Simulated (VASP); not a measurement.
Set up this calculation in VASP 6.6.1, as the native input.

```
Task                    : single point
Functional              : PBE
Potentials or basis     : VASP PAW PBE potentials, release 64 (Si, F)
Cutoff                  : 520 eV
k mesh                  : 12 × 12 × 12
Occupations             : gaussian, width 0.1 eV
Spin                    : no spin polarisation
Dipole correction       : no
k mesh for the DOS      : 18 × 18 × 18
Occupations for the DOS : tetrahedron
Further INCAR settings  : ALGO = Normal; EDIFF = 1e-06
```

Crystal: Si3F.

```
Si F
1.0
     3.83258    0.00000    0.00000
     0.00000    3.83258    0.00000
     0.00000    0.00000    3.83258
Si F
3 1
Direct
  0.00000 0.50000 0.50000
  0.50000 0.00000 0.50000
  0.50000 0.50000 0.00000
  0.00000 0.00000 0.00000
```

These files were run (other wordings do the same):

POSCAR

```
Si3F
1.0
    3.8325830675      0.0000000000      0.0000000000
    0.0000000000      3.8325830675      0.0000000000
    0.0000000000      0.0000000000      3.8325830675
Si F
3 1
Direct
    0.0000000000      0.5000000000      0.5000000000
    0.5000000000      0.0000000000      0.5000000000
    0.5000000000      0.5000000000      0.0000000000
    0.0000000000      0.0000000000      0.0000000000
```

INCAR.step1

```
SYSTEM = Si3F
PREC     = Accurate       ! precision mode
ENCUT    = 520            ! plane-wave cutoff, eV
EDIFF    = 1E-6           ! SCF threshold, eV
ISMEAR   = 0              ! smearing method
SIGMA    = 0.1            ! smearing width, eV
LREAL    = .FALSE.        ! projectors in reciprocal space
LASPH    = .TRUE.         ! aspherical terms in the spheres
NELM     = 100            ! most SCF steps
ALGO     = Normal         ! electronic algorithm
ISIF     = 2              ! what is computed and relaxed
LWAVE    = .FALSE.        ! write WAVECAR
LCHARG   = .TRUE.         ! write CHGCAR
GGA      = PE             ! functional
NBANDS   = 18             ! bands
```

KPOINTS.step1

```
Automatic mesh
0
G
  12 12 12
  0 0 0
```

INCAR.step2

```
SYSTEM = Si3F
PREC     = Accurate       ! precision mode
ENCUT    = 520            ! plane-wave cutoff, eV
EDIFF    = 1E-6           ! SCF threshold, eV
ISMEAR   = -5             ! smearing method
SIGMA    = 0.1            ! smearing width, eV
LREAL    = .FALSE.        ! projectors in reciprocal space
LASPH    = .TRUE.         ! aspherical terms in the spheres
NELM     = 100            ! most SCF steps
ALGO     = Normal         ! electronic algorithm
ISIF     = 2              ! what is computed and relaxed
LWAVE    = .FALSE.        ! write WAVECAR
LCHARG   = .FALSE.        ! write CHGCAR
GGA      = PE             ! functional
LORBIT   = 11             ! projections on sites
NEDOS    = 1001           ! points of the DOS
ICHARG   = 11             ! starting density
```

KPOINTS.step2

```
Automatic mesh
0
G
  18 18 18
  0 0 0
```

Potentials or basis: VASP PAW PBE potentials, release 64 (Si, F).

Command:

```sh
$ cat potpaw_PBE.64/Si/POTCAR potpaw_PBE.64/F/POTCAR > POTCAR
$ cp INCAR.step1 INCAR
$ cp KPOINTS.step1 KPOINTS
$ mpirun -np 1 vasp_std > vasp.out
$ cp INCAR.step2 INCAR
$ cp KPOINTS.step2 KPOINTS
$ mpirun -np 1 vasp_std > vasp.out
```

It gave:

- Valence electrons inside the program's atomic spheres: Si 1.52; F 6.05

Caveat: an odd number of electrons without spin polarisation forces a metal; a magnetic or distorted state may lie lower.

Wall time 3.6 min on 1 thread of Intel Xeon 8259CL (shared host), peak memory 0.26 GiB.
